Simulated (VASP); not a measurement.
A run of VASP 6.6.1:

INCAR

```
SYSTEM = SnO2
PREC     = Accurate       ! precision mode
ENCUT    = 520            ! plane-wave cutoff, eV
EDIFF    = 1E-6           ! SCF threshold, eV
ISMEAR   = 0              ! smearing method
SIGMA    = 0.02           ! smearing width, eV
LREAL    = .False.        ! projectors in reciprocal space
LASPH    = .True.         ! aspherical terms in the spheres
NELM     = 60             ! most SCF steps
ALGO     = Normal         ! electronic algorithm
ISIF     = 2              ! what is computed and relaxed
LWAVE    = .False.        ! write WAVECAR
LCHARG   = .False.        ! write CHGCAR
GGA      = PS             ! functional
NBANDS   = 35             ! bands
```

File KPOINTS:

```
regular mesh
0
Gamma
  6 6 8
  0 0 0
```

Contents of POSCAR:

```
SnO2
1.0
    4.7684401840      0.0000000000      0.0000000000
    0.0000000000      4.7684401840      0.0000000000
    0.2891156129      0.0000000000      3.2123956984
Sn O
2 4
Direct
    0.5000000000      0.5000000000      0.5000000000
    0.0000000000      0.0000000000      0.0000000000
    0.2004947513      0.8123530773      0.4879870317
    0.7995052487      0.1876469227      0.5120129683
    0.2995052487      0.3123530773      0.0120129683
    0.7004947513      0.6876469227     -0.0120129683
```

Potentials or basis: VASP PAW PBE potentials, release 64 (Sn_d, O).

Launch:

```sh
$ cat potpaw_PBE.64/Sn_d/POTCAR potpaw_PBE.64/O/POTCAR > POTCAR
$ mpirun -np 1 vasp_std > vasp.out
```

Hardware: 1 thread of Intel(R) Xeon(R) Platinum 8488C (Sapphire Rapids), with other jobs on the host.

**Question.** How long does it take, and how much memory?

**Answer.** Run time: 100 s on 1 thread of Intel(R) Xeon(R) Platinum 8488C (Sapphire Rapids), on a shared host, peak memory 0.32 GiB. Counts: scf iterations 14, k points 104.
